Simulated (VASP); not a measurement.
A run of VASP 6.6.1:

Contents of INCAR:

```
  PREC = Accurate
  ENCUT = 600
  EDIFF = 1E-6
  ISMEAR = 1
  SIGMA = 0.1
  LREAL = False
  LASPH = True
  NELM = 120
  ALGO = Normal
  ISIF = 2
  LWAVE = False
  LCHARG = False
  GGA = PS
  IVDW = 13
  NBANDS = 21
  GGA_COMPAT = False
```

Contents of KPOINTS:

```
regular mesh
0
Gamma
  6 6 4
```

Contents of POSCAR:

```
CdH2O2
1.0
    3.5155260000      0.0000000000      0.0000000000
   -1.7577630000      3.0445350000      0.0000000000
    0.0000000000      0.0000000000      4.6429790000
Cd H O
1 2 2
Direct
    0.0000000000      0.0000000000      0.0000000000
    0.6666666667      0.3333333333      0.5509610000
    0.3333333333      0.6666666667      0.4490390000
    0.6666666667      0.3333333333      0.7593720000
    0.3333333333      0.6666666667      0.2406280000
```

Potentials or basis: VASP PAW PBE potentials, release 64 (Cd, H, O).

The run is started by

```console
$ cat potpaw_PBE.64/Cd/POTCAR potpaw_PBE.64/H/POTCAR potpaw_PBE.64/O/POTCAR > POTCAR
$ mpirun -np 1 vasp_std > vasp.out
```

Hardware: 1 thread of Intel(R) Xeon(R) 6975P-C (Granite Rapids), on a shared host.

Problem. Estimate the wall time of this run.

Solution. It took 13 s on 1 thread of Intel(R) Xeon(R) 6975P-C (Granite Rapids), with other jobs on the host, peak memory 0.19 GiB. Counts: scf iterations 14, k points 24.
